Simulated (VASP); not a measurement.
Write the native input for VASP 6.6.1 that does the following.

| Item | Value |
| --- | --- |
| Task | electric field gradients |
| Functional | LDA |
| Potentials or basis | VASP PAW LDA potentials, release 64 (Tl_d, Ag, Te) |
| Cutoff | 520 eV |
| k mesh | 13 × 13 × 13 |
| Occupations | fermi-dirac, width 0.05 eV |
| Spin | no spin polarisation |
| Dipole correction | no |
| Further INCAR settings | ALGO = Normal; EDIFF = 1e-08; NBANDS = 26 |

The structure of TlAgTe2 lies in POSCAR:

```
TlAgTe2
1.0
   -1.9600000000      1.9600000000      7.6100000000
    1.9600000000     -1.9600000000      7.6100000000
    1.9600000000      1.9600000000     -7.6100000000
Tl Ag Te
1 1 2
Direct
    0.0000000000      0.0000000000      0.0000000000
    0.7500000000      0.2500000000      0.5000000000
    0.3690000000      0.3690000000      0.0000000000
    0.6310000000      0.6310000000      0.0000000000
```

These files were run (other wordings do the same):

INCAR

```
PREC = Accurate
ENCUT = 520
EDIFF = 1E-8
ISMEAR = -1
SIGMA = 0.05
LREAL = False
LASPH = True
NELM = 100
ALGO = Normal
ISIF = 2
LWAVE = False
LCHARG = False
LEFG = True
NBANDS = 26
```

KPOINTS

```
regular mesh
0
Gamma
  13 13 13
```

Potentials or basis: VASP PAW LDA potentials, release 64 (Tl_d, Ag, Te).

Command:

```console
$ cat potpaw_LDA.64/Tl_d/POTCAR potpaw_LDA.64/Ag/POTCAR potpaw_LDA.64/Te/POTCAR > POTCAR
$ mpirun -np 1 vasp_std > vasp.out
```

Results of the run:

```
Pressure                                : -1.4 GPa
Largest force                           : 0.148 eV/Å
Band gap on the k mesh                  : zero (bands 18 and 19 overlap by 1.68 eV)
Largest electric field gradient by atom : Tl +6.7; Ag -43.2; Te -191.1 V/Å²
```

Caveat: without QUAD_EFG the Cq values of the log hold for a quadrupole moment of 1 mb, not for the nuclei; spin-orbit coupling is left out, which moves the levels of the heavy elements.

Wall time 24 min on 1 thread of Intel(R) Xeon(R) Platinum 8488C (Sapphire Rapids), on a shared host, peak memory 0.85 GiB.
